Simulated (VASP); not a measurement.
# CaS (Fm-3m) in VASP: a series of runs, part 2 of 2

VASP 6.6.1. The steps go on from the part before.

## (3) Single point, PBE

INCAR

```
SYSTEM = CaS
PREC = Accurate
ENCUT = 500
EDIFF = 1E-6
ISMEAR = 0
SIGMA = 0.1
LREAL = .False.
LASPH = .True.
NELM = 120
ALGO = Normal
ISIF = 2
LWAVE = .False.
LCHARG = .True.
GGA = PE
LELF = .True.
LVHAR = .True.
ISYM = 0
NBANDS = 15
GGA_COMPAT = .False.
```

KPOINTS

```
Automatic mesh
0
Gamma
  2 1 1
  0 0 0
```

POSCAR

```
CaS
1.0
    0.0000000000      2.8523742917      2.8523742917
    2.8523742917      0.0000000000      2.8523742917
    2.8523742917      2.8523742917      0.0000000000
Ca S
1 1
Direct
    0.0000000000      0.0000000000      0.0000000000
    0.5000000000      0.5000000000      0.5000000000
```

Potentials or basis: VASP PAW PBE potentials, release 64 (Ca_sv, S).

Started as:

```
cat potpaw_PBE.64/Ca_sv/POTCAR potpaw_PBE.64/S/POTCAR > POTCAR
mpirun -np 1 vasp_std > vasp.out
```

OUTCAR:

```text
SYSTEM = CaS
   PREC = Accurate
   ENCUT = 500
   EDIFF = 1E-6
   ISMEAR = 0
   LREAL = .False.
   LASPH = .True.
   NELM = 120
   ISIF = 2
   GGA = PE
   ISYM = 0

 ion  position               nearest neighbor table
   1  0.000  0.000  0.000-   2 2.85   2 2.85   2 2.85   2 2.85   2 2.85   2 2.85
   2  0.500  0.500  0.500-   1 2.85   1 2.85   1 2.85   1 2.85   1 2.85   1 2.85

IMPORTANT INFORMATION: All symmetrisations will be switched off!
NOSYMM: (Re-)initialisation of all symmetry stuff for point group C_1.

----------------------------------------------------------------------------------------

                                     Primitive cell

  volume of cell :      46.4141

  direct lattice vectors                    reciprocal lattice vectors
     0.000000000  2.852374292  2.852374292    -0.175292563  0.175292563  0.175292563
     2.852374292  0.000000000  2.852374292     0.175292563 -0.175292563  0.175292563
     2.852374292  2.852374292  0.000000000     0.175292563  0.175292563 -0.175292563

  length of vectors
     4.033866408  4.033866408  4.033866408     0.303615625  0.303615625  0.303615625

  position of ions in fractional coordinates (direct lattice)
     0.000000000  0.000000000  0.000000000
     0.500000000  0.500000000  0.500000000

  ion indices of the primitive-cell ions
   primitive index   ion index
                 1           1
                 2           2

----------------------------------------------------------------------------------------

 KPOINTS: Automatic mesh

Automatic generation of k-mesh.
 Grid dimensions read from file:
 generate k-points for:    2    1    1

 Generating k-lattice:

  Cartesian coordinates                     Fractional coordinates (reciprocal lattice)
    -0.087646281  0.087646281  0.087646281     0.500000000  0.000000000  0.000000000
     0.175292563 -0.175292563  0.175292563     0.000000000  1.000000000  0.000000000
     0.175292563  0.175292563 -0.175292563     0.000000000  0.000000000  1.000000000

  Length of vectors
     0.151807813  0.303615625  0.303615625

  Shift w.r.t. Gamma in fractional coordinates (k-lattice)
     0.000000000  0.000000000  0.000000000

 -----------------------------------------------------------------------------
|                                                                             |
|           W    W    AA    RRRRR   N    N  II  N    N   GGGG   !!!           |
|           W    W   A  A   R    R  NN   N  II  NN   N  G    G  !!!           |
|           W    W  A    A  R    R  N N  N  II  N N  N  G       !!!           |
|           W WW W  AAAAAA  RRRRR   N  N N  II  N  N N  G  GGG   !            |
|           WW  WW  A    A  R   R   N   NN  II  N   NN  G    G                |
|           W    W  A    A  R    R  N    N  II  N    N   GGGG   !!!           |
|                                                                             |
|     Your reciprocal lattice and k-lattice belong to different lattice       |
|     classes:                                                                |
|                                                                             |
|        The reciprocal lattice is body-centered cubic,                       |
|        whereas your k-lattice is rhombohedral (trigonal).                   |
|                                                                             |
|     Results are often still useful ...                                      |
|                                                                             |
 -----------------------------------------------------------------------------

 WARNING: IBZKPT: internal override: KBLOWUP is changed to .FALSE.
      ... skipping the blow-up phase ...

 Subroutine IBZKPT returns following result:
 ===========================================

 Found      2 irreducible k-points:

 Following reciprocal coordinates:
            Coordinates               Weight
  0.000000  0.000000  0.000000      1.000000
  0.500000  0.000000  0.000000      1.000000
   k-points           NKPTS =      2   k-points in BZ     NKDIM =      2   number of bands    NBANDS=     15
   number of dos      NEDOS =    301   number of ions     NIONS =      2
   total plane-waves  NPLWV =  27000
   dimension x,y,z NGX =    30 NGY =   30 NGZ =   30
   dimension x,y,z NGXF=    60 NGYF=   60 NGZF=   60
   ions per type =               1   1
   NGX,Y,Z   is equivalent  to a cutoff of  12.36, 12.36, 12.36 a.u.
   NGXF,Y,Z  is equivalent  to a cutoff of  24.73, 24.73, 24.73 a.u.
 SYSTEM =  CaS
   PREC   = accura    normal or accurate (medium, high low for compatibility)
   ISTART =      0    job   : 0-new  1-cont  2-samecut
   ICHARG =      2    charge: 1-file 2-atom 10-const
   ISPIN  =      1    spin polarized calculation?
   LNONCOLLINEAR =      F non collinear calculations
   LSORBIT =      F    spin-orbit coupling
   LASPH  =      T    aspherical Exc in radial PAW
   ENCUT  =  500.0 eV  36.75 Ry    6.06 a.u.   7.35  7.35  7.35*2*pi/ulx,y,z
   NELM   =    120;   NELMIN=  2; NELMDL= -5     # of ELM steps
   EDIFF  = 0.1E-05   stopping-criterion for ELM
   LREAL  =      F    real-space projection
   EDIFFG = 0.1E-04   stopping-criterion for IOM
   NSW    =      0    number of steps for IOM
   IBRION =     -1    ionic relax: 0-MD 1-quasi-New 2-CG
   NFREE  =      0    steps in history (QN), initial steepest desc. (CG)
   ISIF   =      2    stress and relaxation
   ISYM   =      0    0-nonsym 1-usesym 2-fastsym
   POTIM  = 0.5000    time-step for ionic-motion
   TEBEG  =    0.0;   TEEND  =   0.0 temperature during run
   PSTRESS=    0.0 pullay stress
   NELECT =      16.0000    total number of electrons
   NUPDOWN=      -1.0000    fix difference up-down
   EMIN   =  10.00;   EMAX   =-10.00  energy-range for DOS
   EFERMI =   0.00;   METHOD = LEGACY
   ISMEAR =     0;   SIGMA  =   0.10  broadening in eV -4-tet -1-fermi 0-gaus
   EFERMI_NEDOS =   21; number of points for ismear=-14 and -15
   IALGO  =     38    algorithm
   IMIX   =      4    mixing-type and parameters
     AMIX     =   0.40;   BMIX     =  1.00
     AMIX_MAG =   1.60;   BMIX_MAG =  1.00
  volume/ion in A,a.u.               =      23.21       156.61
  Fermi-wavevector in a.u.,A,eV,Ry     =   1.147885  2.169188 17.927575  1.317640
  Thomas-Fermi vector in A             =   2.284563
   LORBIT       =      0    0 simple, 1 ext, 2 COOP (PROOUT), +10 PAW based schemes
   GGA     = PE    functional components
   LHFCALC =     F    Hartree Fock is set to
   AEXX    =    0.0000 exact exchange contribution
   IVDW    =     0    specifies the selected vdW correction
   LEPSILON=     F    determine dielectric tensor
   LRPA    =     F    only Hartree local field effects (RPA)
 non-spin polarized calculation
 Gauss-broadening in eV      SIGMA  =   0.10
  energy-cutoff  :      500.00
  volume of cell :       46.41
 maximum number of plane-waves:      1243
 NGX is ok and might be reduce to    30
   NGX = 15   NGY = 15   NGZ = 15

 number of electron      16.0000004 magnetization

 Free energy of the ion-electron system (eV)
  ---------------------------------------------------
  ext. energy  EPLUGINS =         0.00000000
  ---------------------------------------------------
  free energy    TOTEN  =        -7.10012462 eV

  energy without entropy =       -7.10012462  energy(sigma->0) =       -7.10012462

 E-fermi :   4.0529     XC(G=0):  -8.9913

 val. band max:        3.5062510613   @ k =   0.0000   0.0000   0.0000
 cond. band min:       6.8557311610   @ k =   0.0000   0.0000   0.0000
 fundamental gap:      3.3494800997
 Fermi energy:         4.0529414063

 k-point     1 :       0.0000    0.0000    0.0000
  band No.  band energies     occupation
      1     -36.7633      2.00000
      2     -17.8277      2.00000
      3     -17.6828      2.00000
      4     -17.6828      2.00000
      5      -7.8032      2.00000
      6       3.4071      2.00000
      7       3.4071      2.00000
      8       3.5063      2.00000
      9       6.8557      0.00000
     10       6.9307      0.00000
     11       6.9307      0.00000
     12       7.3453      0.00000
     13       7.4397      0.00000
     14       7.4397      0.00000
     15      13.9532      0.00000

 k-point     2 :       0.5000    0.0000    0.0000
  band No.  band energies     occupation
      1     -36.7528      2.00000
      2     -17.9723      2.00000
      3     -17.6949      2.00000
      4     -17.6949      2.00000
      5      -6.9447      2.00000
      6       0.1430      2.00000
      7       2.1054      2.00000
      8       2.1054      2.00000
      9       8.4276      0.00000
     10       8.6953      0.00000
     11       8.7749      0.00000
     12       8.7749      0.00000
     13      10.8444      0.00000
     14      10.8444      0.00000
     15      11.9173      0.00000

------------------------ aborting loop because EDIFF is reached ----------------------------------------

  FORCE on cell =-STRESS in cart. coord.  units (eV):
  Direction    XX          YY          ZZ          XY          YZ          ZX
  --------------------------------------------------------------------------------------
  -------------------------------------------------------------------------------------
  Total        3.5275205      3.5275079      3.5275300      2.4723506     -2.4723550      2.4723524
  in kB      121.7672779    121.7668409    121.7676049     85.3436290    -85.3437819     85.3436899
  external PRESSURE =     121.7672412 kB  Pullay stress =       0.0000000 kB

 VOLUME and BASIS-vectors are now :
 -----------------------------------------------------------------------------
  energy-cutoff  :      500.00
  volume of cell :       46.41
      direct lattice vectors                 reciprocal lattice vectors
     0.000000000  2.852374292  2.852374292    -0.175292563  0.175292563  0.175292563
     2.852374292  0.000000000  2.852374292     0.175292563 -0.175292563  0.175292563
     2.852374292  2.852374292  0.000000000     0.175292563  0.175292563 -0.175292563

 POSITION                                       TOTAL-FORCE (eV/Angst)
 -----------------------------------------------------------------------------------
      0.00000      0.00000      0.00000         0.000002     -0.000001     -0.000001
      2.85237      2.85237      2.85237        -0.000002      0.000001      0.000001
 -----------------------------------------------------------------------------------
    total drift:                               -0.000001      0.000002      0.000002

  FREE ENERGIE OF THE ION-ELECTRON SYSTEM (eV)
  ---------------------------------------------------
  free  energy   TOTEN  =        -7.1001246165 eV

  energy  without entropy=       -7.1001246165  energy(sigma->0) =       -7.10012462
```

OSZICAR:

```text
N       E                     dE             d eps       ncg     rms          rms(c)
DAV:   1     0.114266567291E+03    0.11427E+03   -0.70739E+03    60   0.958E+02
DAV:   2    -0.307151430346E+01   -0.11734E+03   -0.10328E+03    88   0.251E+02
DAV:   3    -0.767422874553E+01   -0.46027E+01   -0.45847E+01    67   0.486E+01
DAV:   4    -0.783535890000E+01   -0.16113E+00   -0.16109E+00    97   0.860E+00
DAV:   5    -0.783676523608E+01   -0.14063E-02   -0.14063E-02    67   0.903E-01    0.599E+00
DAV:   6    -0.704323469866E+01    0.79353E+00   -0.11758E+00    67   0.533E+00    0.441E+00
DAV:   7    -0.704939986420E+01   -0.61652E-02   -0.43738E-01    82   0.330E+00    0.309E+00
DAV:   8    -0.710189039096E+01   -0.52491E-01   -0.52214E-02    60   0.195E+00    0.448E-01
DAV:   9    -0.709966224017E+01    0.22282E-02   -0.58139E-03    81   0.647E-01    0.167E-01
DAV:  10    -0.710001047943E+01   -0.34824E-03   -0.71026E-04    76   0.164E-01    0.121E-01
DAV:  11    -0.710011982697E+01   -0.10935E-03   -0.15026E-04    60   0.858E-02    0.190E-02
DAV:  12    -0.710012418310E+01   -0.43561E-05   -0.20690E-05    89   0.355E-02    0.222E-02
DAV:  13    -0.710012461647E+01   -0.43337E-06   -0.52446E-06    67   0.147E-02
   1 F= -.71001246E+01 E0= -.71001246E+01  d E =-.295548E-14
```

Wall time 4.6 s (1 thread of Intel Xeon Platinum 8375C at 2.90GHz (Ice Lake), shared host); peak memory 0.16 GiB.

The run converged, but its numbers aren't listed here, since they failed a check.

Caveat: the k points lie up to 1.83 Å⁻¹ apart.

## (4) Single point, PBE

INCAR

```
PREC = Accurate
ENCUT = 500
EDIFF = 1E-6
ISMEAR = -1
SIGMA = 0.1
LREAL = False
LASPH = True
NELM = 120
ALGO = Normal
ISIF = 2
LWAVE = False
LCHARG = True
GGA = PE
LELF = True
LVHAR = True
NBANDS = 15
GGA_COMPAT = False
```

KPOINTS

```
Automatic mesh
0
Gamma
  2 2 2
```

POSCAR is that of step 3.

Started as:

```
cat potpaw_PBE.64/Ca_sv/POTCAR potpaw_PBE.64/S/POTCAR > POTCAR
mpirun -np 1 vasp_std > vasp.out
```

Wall time 4.8 s (1 thread of Intel Xeon Platinum 8375C at 2.90GHz (Ice Lake), shared host); peak memory 0.16 GiB.

Results (log left out):

```yaml
Free_energy: -9.7816 eV
Pressure: 3.4 GPa
Band_gap_on_the_k_mesh: 2.17 eV (least direct gap 3.00 eV)
```

Levels at points of the mesh, in eV from the valence-band top:
| k point | band 4 | band 5 | band 6 | band 7 | band 8 | band 9 | band 10 | band 11 | band 12 | band 13 |
| --- | --- | --- | --- | --- | --- | --- | --- | --- | --- | --- |
| (0.00, 0.00, 0.00) | -20.52 | -11.29 | 0.00 | 0.00 | 0.00 | 3.92 | 3.92 | 3.92 | 4.03 | 4.50 |
| (0.50, 0.00, 0.00) | -20.53 | -10.47 | -3.16 | -1.20 | -1.20 | 5.09 | 5.81 | 5.89 | 5.89 | 7.87 |
| (0.50, 0.50, 0.00) | -20.57 | -10.65 | -2.33 | -0.83 | -0.83 | 2.17 | 5.32 | 5.82 | 6.46 | 6.46 |

Caveat: the k points lie up to 0.95 Å⁻¹ apart. A k mesh can miss the band edges.
